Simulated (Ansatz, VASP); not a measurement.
## P in VASP and in Ansatz

```
CELL_PARAMETERS angstrom
1.64974 -5.50931 0.00000
1.64974 5.50931 0.00000
0.00000 0.00000 4.55557
ATOMIC_POSITIONS crystal
P 0.09544 0.90456 0.08847
P 0.59544 0.40456 0.41153
P 0.90456 0.09544 0.91153
P 0.40456 0.59544 0.58847
```

Alike in both runs: functional r2SCAN; k mesh 11 × 11 × 8; occupations fermi-dirac, width 0.05 eV; no spin polarisation.

Ansatz relaxed the structure, and its values are those at the end. VASP's run is a single point on that final structure, the one shown.

|  | VASP | Ansatz |
| --- | --- | --- |
| version | VASP 6.6.1 | Ansatz 0.2.0 |
| potentials or method | VASP PAW PBE potentials, release 64 (P) | PAW with Ansatz's default frozen-core files, scalar-relativistic |
| plane-wave cutoff (eV) | 520 | 500 |
| valence electrons in the cell | 20 | 20 |

Ansatz gave:

- pressure (GPa): 0.0
- rms of the force components (eV/Å): 0.000

Q: Estimate VASP's values.

A: Pressure (GPa): -0.6; rms of the force components (eV/Å): 0.057.

VASP's potentials were made for PBE, not for r2SCAN.
